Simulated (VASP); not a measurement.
# GaAs (Pm-3m) in VASP: further runs

GaAs is run at these levels: PBEsol; tasks: single point.

Program: VASP 6.6.1. These are calculated values, not measurements. Logs are shortened: lines on timing, memory, paths and dates and some standing lists are left out, and cuts for length are marked.

## (1) The cell of the first run

The structure is cubic, space group Pm-3m (No. 221). Conventional cell: a = 3.177 Å, b = 3.177 Å, c = 3.177 Å, α = 90.00°, β = 90.00°, γ = 90.00°. Within 3.6 Å of Ga (site symmetry m-3m) lie 8 As at 2.75 Å and 6 Ga at 3.18 Å. As (site symmetry m-3m) has 8 Ga at 2.75 Å and 6 As at 3.18 Å within 3.6 Å.

## (2) Single point, PBEsol, non-collinear spin, zero start, spin-orbit coupling

INCAR reads:

```
SYSTEM = GaAs
PREC = Accurate
ENCUT = 520
EDIFF = 1E-6
ISMEAR = 0
SIGMA = 0.05
LREAL = .False.
LASPH = .True.
NELM = 150
ALGO = Normal
ISIF = 2
LWAVE = .False.
LCHARG = .False.
LNONCOLLINEAR = .True.
MAGMOM = 0 0 0 0 0 0
LORBIT = 11
LSORBIT = .True.
GGA_COMPAT = .False.
LORBMOM = .True.
GGA = PS
NBANDS = 30
```

KPOINTS reads:

```
Automatic mesh
0
Gamma
  6 6 6
  0 0 0
```

POSCAR reads:

```
GaAs
1.0
    3.1765811811      0.0000000000      0.0000000000
    0.0000000000      3.1765811811      0.0000000000
    0.0000000000      0.0000000000      3.1765811811
Ga As
1 1
Direct
    0.0000000000      0.0000000000      0.0000000000
    0.5000000000      0.5000000000      0.5000000000
```

Potentials or basis: VASP PAW PBE potentials, release 64 (Ga_d, As).

The run is started by

```bash
cat potpaw_PBE.64/Ga_d/POTCAR potpaw_PBE.64/As/POTCAR > POTCAR
mpirun -np 1 vasp_ncl > vasp.out
```

OUTCAR:

```text
SYSTEM = GaAs
   PREC = Accurate
   ENCUT = 520
   EDIFF = 1E-6
   ISMEAR = 0
   LREAL = .False.
   LASPH = .True.
   NELM = 150
   ISIF = 2
   LNONCOLLINEAR = .True.
   LORBIT = 11
   LSORBIT = .True.
   GGA = PS

 ion  position               nearest neighbor table
   1  0.000  0.000  0.000-   2 2.75   2 2.75   2 2.75   2 2.75   2 2.75   2 2.75   2 2.75   2 2.75

   2  0.500  0.500  0.500-   1 2.75   1 2.75   1 2.75   1 2.75   1 2.75   1 2.75   1 2.75   1 2.75

  LATTYP: Found a simple cubic cell.
 ALAT       =     3.1765811811

  Lattice vectors:

 A1 = (   3.1765811811,   0.0000000000,   0.0000000000)
 A2 = (   0.0000000000,   3.1765811811,   0.0000000000)
 A3 = (   0.0000000000,   0.0000000000,   3.1765811811)

Analysis of symmetry for initial positions (statically):
=====================================================================
 Subroutine PRICEL returns:
 Original cell was already a primitive cell.

 Routine SETGRP: Setting up the symmetry group for a
 simple cubic supercell.

 Subroutine GETGRP returns: Found 48 space group operations
 (whereof 48 operations were pure point group operations)
 out of a pool of 48 trial point group operations.

The static configuration has the point symmetry O_h .

Analysis of symmetry for dynamics (positions and initial velocities):
=====================================================================
 Subroutine PRICEL returns:
 Original cell was already a primitive cell.

 Routine SETGRP: Setting up the symmetry group for a
 simple cubic supercell.

 Subroutine GETGRP returns: Found 48 space group operations
 (whereof 48 operations were pure point group operations)
 out of a pool of 48 trial point group operations.

The dynamic configuration has the point symmetry O_h .

Analysis of structural, dynamic, and magnetic symmetry:
=====================================================================
 Subroutine PRICEL returns:
 Original cell was already a primitive cell.

 Routine SETGRP: Setting up the symmetry group for a
 simple cubic supercell.

 Subroutine GETGRP returns: Found 48 space group operations
 (whereof 48 operations were pure point group operations)
 out of a pool of 48 trial point group operations.

The overall configuration has the point symmetry O_h .

 Subroutine INISYM returns: Found 48 space group operations
 (whereof 48 operations are pure point group operations),
 and found     1 'primitive' translations

----------------------------------------------------------------------------------------

                                     Primitive cell

  volume of cell :      32.0538

  direct lattice vectors                    reciprocal lattice vectors
     3.176581181  0.000000000  0.000000000     0.314803855  0.000000000  0.000000000
     0.000000000  3.176581181  0.000000000     0.000000000  0.314803855  0.000000000
     0.000000000  0.000000000  3.176581181     0.000000000  0.000000000  0.314803855

  length of vectors
     3.176581181  3.176581181  3.176581181     0.314803855  0.314803855  0.314803855

  position of ions in fractional coordinates (direct lattice)
     0.000000000  0.000000000  0.000000000
     0.500000000  0.500000000  0.500000000

  ion indices of the primitive-cell ions
   primitive index   ion index
                 1           1
                 2           2

----------------------------------------------------------------------------------------

 KPOINTS: Automatic mesh

Automatic generation of k-mesh.
 Grid dimensions read from file:
 generate k-points for:    6    6    6

 Generating k-lattice:

  Cartesian coordinates                     Fractional coordinates (reciprocal lattice)
[... 91 lines left out ...]
   NGX = 11   NGY = 11   NGZ = 11

 number of electron      18.0000000 magnetization       0.0000000      0.0000000      0.0000000

 number of electron      17.9999992 magnetization       0.0000000     -0.0000000     -0.0000000

 number of electron      17.9999992 magnetization      -0.0000000      0.0000000      0.0000000

 Free energy of the ion-electron system (eV)
  ---------------------------------------------------
  ext. energy  EPLUGINS =         0.00000000
  ---------------------------------------------------
  free energy    TOTEN  =        -8.02147083 eV

  energy without entropy =       -8.01972587  energy(sigma->0) =       -8.02059835

 E-fermi :   7.4922     XC(G=0): -11.8153

 val. band max:        7.4605261617   @ k =   0.5000   0.3333   0.3333
 cond. band min:       7.5372555434   @ k =   0.1667   0.1667   0.0000
 fundamental gap:      0.0767293817
 Fermi energy:         7.4922448213

 k-point     1 :       0.0000    0.0000    0.0000
  band No.  band energies     occupation
      1      -7.4773      1.00000
      2      -7.4773      1.00000
      3      -7.4773      1.00000
      4      -7.4773      1.00000
      5      -7.3344      1.00000
      6      -7.3344      1.00000
[... 649 lines left out ...]
     29      30.3875      0.00000
     30      30.3969      0.00000

------------------------ aborting loop because EDIFF is reached ----------------------------------------

  FORCE on cell =-STRESS in cart. coord.  units (eV):
  Direction    XX          YY          ZZ          XY          YZ          ZX
  --------------------------------------------------------------------------------------
  -------------------------------------------------------------------------------------
  Total        2.2662747      2.2662747      2.2662747      0.0000000      0.0000000      0.0000000
  in kB      113.2773971    113.2773971    113.2773971      0.0000000      0.0000000      0.0000000
  external PRESSURE =     113.2773971 kB  Pullay stress =       0.0000000 kB

 VOLUME and BASIS-vectors are now :
 -----------------------------------------------------------------------------
  energy-cutoff  :      520.00
  volume of cell :       32.05
      direct lattice vectors                 reciprocal lattice vectors
     3.176581181  0.000000000  0.000000000     0.314803855  0.000000000  0.000000000
     0.000000000  3.176581181  0.000000000     0.000000000  0.314803855  0.000000000
     0.000000000  0.000000000  3.176581181     0.000000000  0.000000000  0.314803855

 POSITION                                       TOTAL-FORCE (eV/Angst)
 -----------------------------------------------------------------------------------
      0.00000      0.00000      0.00000         0.000000      0.000000      0.000000
      1.58829      1.58829      1.58829         0.000000      0.000000      0.000000
 -----------------------------------------------------------------------------------
    total drift:                                0.000000      0.000000      0.000000

  FREE ENERGIE OF THE ION-ELECTRON SYSTEM (eV)
  ---------------------------------------------------
  free  energy   TOTEN  =        -8.0214708261 eV

  energy  without entropy=       -8.0197258693  energy(sigma->0) =       -8.02059835

 orbital moment (x)

 # of ion     p       d       tot
 ----------------------------------------
  1        -0.000   0.000   0.000
  2         0.000  -0.000   0.000
 ----------------------------------------
            0.000   0.000   0.000

 orbital moment (y)

 # of ion     p       d       tot
 ----------------------------------------
  1        -0.000  -0.000  -0.000
  2         0.000  -0.000   0.000
 ----------------------------------------
            0.000  -0.000  -0.000

 orbital moment (z)

 # of ion     p       d       tot
 ----------------------------------------
  1         0.000   0.000   0.000
  2         0.000  -0.000  -0.000
 ----------------------------------------
            0.000   0.000   0.000

 Spin-Orbit-Coupling matrix elements

 Ion:    1  E_soc:     -0.0106681
 l=   1
     0.0000000    -0.0009445    -0.0009445
    -0.0009445     0.0000000    -0.0009445
    -0.0009445    -0.0009445     0.0000000
 l=   2
     0.0000000    -0.0001645     0.0000000    -0.0001645    -0.0006690
    -0.0001645     0.0000000    -0.0005018    -0.0001645    -0.0001673
     0.0000000    -0.0005018     0.0000000    -0.0005018     0.0000000
    -0.0001645    -0.0001645    -0.0005018     0.0000000    -0.0001673
    -0.0006690    -0.0001673     0.0000000    -0.0001673     0.0000000
 l=   3
     0.0000000     0.0000000     0.0000000     0.0000000     0.0000000     0.0000000     0.0000000
     0.0000000     0.0000000     0.0000000     0.0000000     0.0000000     0.0000000     0.0000000
     0.0000000     0.0000000     0.0000000     0.0000000     0.0000000     0.0000000     0.0000000
     0.0000000     0.0000000     0.0000000     0.0000000     0.0000000     0.0000000     0.0000000
     0.0000000     0.0000000     0.0000000     0.0000000     0.0000000     0.0000000     0.0000000
     0.0000000     0.0000000     0.0000000     0.0000000     0.0000000     0.0000000     0.0000000
     0.0000000     0.0000000     0.0000000     0.0000000     0.0000000     0.0000000     0.0000000

 Ion:    2  E_soc:     -0.0250483
 l=   1
     0.0000000    -0.0041570    -0.0041570
    -0.0041570     0.0000000    -0.0041570
    -0.0041570    -0.0041570     0.0000000
 l=   2
     0.0000000    -0.0000023     0.0000000    -0.0000023    -0.0000154
    -0.0000023     0.0000000    -0.0000116    -0.0000023    -0.0000039
     0.0000000    -0.0000116     0.0000000    -0.0000116     0.0000000
    -0.0000023    -0.0000023    -0.0000116     0.0000000    -0.0000039
    -0.0000154    -0.0000039     0.0000000    -0.0000039     0.0000000
 l=   3
     0.0000000     0.0000000     0.0000000     0.0000000     0.0000000     0.0000000     0.0000000
     0.0000000     0.0000000     0.0000000     0.0000000     0.0000000     0.0000000     0.0000000
     0.0000000     0.0000000     0.0000000     0.0000000     0.0000000     0.0000000     0.0000000
     0.0000000     0.0000000     0.0000000     0.0000000     0.0000000     0.0000000     0.0000000
     0.0000000     0.0000000     0.0000000     0.0000000     0.0000000     0.0000000     0.0000000
     0.0000000     0.0000000     0.0000000     0.0000000     0.0000000     0.0000000     0.0000000
     0.0000000     0.0000000     0.0000000     0.0000000     0.0000000     0.0000000     0.0000000

 total charge

# of ion       s       p       d       tot
------------------------------------------
    1        1.021   0.617  10.007  11.645
    2        1.315   1.336   0.069   2.720
--------------------------------------------------
tot          2.336   1.953  10.076  14.365

 magnetization (x)

# of ion       s       p       d       tot
------------------------------------------
    1       -0.000  -0.000   0.000   0.000
    2       -0.000  -0.000   0.000  -0.000
--------------------------------------------------
tot         -0.000  -0.000   0.000  -0.000

 magnetization (y)

# of ion       s       p       d       tot
------------------------------------------
    1        0.000   0.000  -0.000  -0.000
    2        0.000   0.000   0.000   0.000
--------------------------------------------------
tot          0.000   0.000  -0.000   0.000

 magnetization (z)

# of ion       s       p       d       tot
------------------------------------------
    1        0.000  -0.000  -0.000  -0.000
    2        0.000  -0.000   0.000  -0.000
--------------------------------------------------
tot          0.000  -0.000  -0.000  -0.000
```

Run time: 38 s. Hardware: 1 thread of Intel Xeon 8259CL, shared host; peak memory 0.21 GiB.

What came out:

```
Free energy                                           : -8.0215 eV
Pressure                                              : 11.3 GPa
Net moment                                            : 0.00 μB per cell
Valence electrons inside the program's atomic spheres : Ga 11.64; As 2.72
```

Moments on the atoms (μB; x, y, z):
```
Ga  0.00 0.00 0.00
As  0.00 0.00 0.00
```

Caveat: the cell stands under pressure; the PAW data sets were made with another functional, which shifts forces and pressure a little.

## (3) Single point, PBEsol, non-collinear spin, zero start, spin-orbit coupling

This run uses another cell than the first one, of 17.53 Å³/atom.

INCAR reads:

```
PREC = Accurate ; ENCUT = 520
EDIFF = 1E-6 ; ISMEAR = 0
SIGMA = 0.05 ; LREAL = F
LASPH = T ; NELM = 150
ALGO = Normal ; ISIF = 2
LWAVE = F ; LCHARG = T
LNONCOLLINEAR = T ; MAGMOM = 0 0 0 0 0 0
LORBIT = 11 ; LSORBIT = T
GGA_COMPAT = F ; LORBMOM = T
GGA = PS ; LVHAR = T
NBANDS = 30
```

KPOINTS reads:

```
Automatic mesh
0
Gamma
  6 6 6
```

POSCAR reads:

```
GaAs
1.0
    3.2726505195      0.0000000000      0.0000000000
    0.0000000000      3.2726505195      0.0000000000
    0.0000000000      0.0000000000      3.2726505195
Ga As
1 1
Direct
    0.0000000000      0.0000000000      0.0000000000
    0.5000000000      0.5000000000      0.5000000000
```

Potentials or basis: VASP PAW PBE potentials, release 64 (Ga_d, As).

The run is started by

```bash
cat potpaw_PBE.64/Ga_d/POTCAR potpaw_PBE.64/As/POTCAR > POTCAR
mpirun -np 1 vasp_ncl > vasp.out
```

Run time: 41 s. Hardware: 1 thread of Intel Xeon 8259CL, shared host; peak memory 0.21 GiB.

Results (log left out):

| Item | Value |
| --- | --- |
| Free energy | -8.1489 eV |
| Pressure | 2.7 GPa |
| Net moment | 0.00 μB per cell |
| Valence electrons inside the program's atomic spheres | Ga 11.55; As 2.68 |

Moments on the atoms (μB; x, y, z):
```
Ga  0.00 0.00 0.00
As  0.00 0.00 0.00
```

Caveat: the PAW data sets were made with another functional, which shifts forces and pressure a little.
